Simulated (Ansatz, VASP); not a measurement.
**SnO in VASP and in Ansatz**

POSCAR

```
SnO
1.0
    3.6788104198      0.0000000000      0.0000000000
    0.0000000000      3.6788104198      0.0000000000
    0.0000000000      0.0000000000      4.6156356110
Sn O
2 2
Direct
    0.0000000000      0.5000000000      0.2551525588
    0.5000000000      0.0000000000      0.7448474412
    0.5000000000      0.5000000000      0.0000000000
    0.0000000000      0.0000000000      0.0000000000
```

Contents of INCAR.step1:

```
  PREC = Accurate
  ENCUT = 660
  ISMEAR = -1
  SIGMA = 0.02
  LREAL = F
  LASPH = T
  NELM = 200
  MAGMOM = 0 0 0 0 0 0 0 0 0 0 0 0
  LSORBIT = T
  GGA_COMPAT = F
  NBANDS = 54
  GGA = PE
  ALGO = Normal
  EDIFF = 1E-5
  LWAVE = T
  LCHARG = F
```

The input INCAR.step2:

```
  PREC = Accurate
  ENCUT = 660
  EDIFF = 1E-6
  ISMEAR = -1
  SIGMA = 0.02
  LREAL = F
  LASPH = T
  NELM = 200
  ALGO = Normal
  ISIF = 2
  LWAVE = F
  LCHARG = T
  MAGMOM = 0 0 0 0 0 0 0 0 0 0 0 0
  LORBIT = 11
  LSORBIT = T
  GGA_COMPAT = F
  LORBMOM = T
  METAGGA = R2SCAN
  LMIXTAU = T
  LVHAR = T
  NBANDS = 54
  ISTART = 1
```

Contents of KPOINTS:

```
regular mesh
0
Gamma
  6 6 6
```

Input for Ansatz:

```yaml
crystal:
  lattice:
    - [3.6788104198, 0.0, 0.0]
    - [0.0, 3.6788104198, 0.0]
    - [0.0, 0.0, 4.615635611]
  atoms:
    - { symbol: Sn, position: [0.0, 0.5, 0.2551525588] }
    - { symbol: Sn, position: [0.5, 0.0, 0.7448474412] }
    - { symbol: O, position: [0.5, 0.5, 0.0] }
    - { symbol: O, position: [0.0, 0.0, 0.0] }
kpoints:
  mp_grid: { grid: [6, 6, 6] }
  band_path:
    path:
      - [0.0, 0.0, 0.0]
      - [0.0, 0.5, 0.0]
      - [0.5, 0.5, 0.0]
      - [0.0, 0.0, 0.5]
      - [0.0, 0.5, 0.5]
      - [0.5, 0.5, 0.5]
    npoints: 1
hamiltonian:
  xc: r2scan
scf:
  occupations: { method: fermi_dirac, width: 0.02 }
  n_extra_bands: 10
magnetization:
  noncollinear: true
  spin_orbit: true
output:
  forces: true
  stress: true
  eigenvalues: true
```

Change from the starting cell: hydrostatic strain -3.0%.

Alike in both runs: task single point; functional r2SCAN; k mesh 6 × 6 × 6; occupations fermi-dirac, width 0.02 eV; non-collinear spin, spin-orbit coupling.

|  | VASP | Ansatz |
| --- | --- | --- |
| version | VASP 6.6.1 | Ansatz 0.2.0 |
| potentials or method | VASP PAW PBE potentials, release 64 (Sn_d, O) | plane waves, PAW |
| plane-wave cutoff (eV) | 660 | 500 |
| valence electrons in the cell | 40 | 40 |

Ansatz gave:

```
pressure (GPa)                                                : 6.9
traceless stress, the component that is largest in VASP (GPa) : -3.03
rms of the force components (eV/Å)                            : 0.007
```

Problem. Which values does VASP return?

Solution. Pressure (GPa): 7.6; traceless stress, the component that is largest in VASP (GPa): -3.04; rms of the force components (eV/Å): 0.056.

VASP's potentials were made for PBE, not for r2SCAN. Atom by atom the forces differ by 0.063 eV/Å (rms over components).
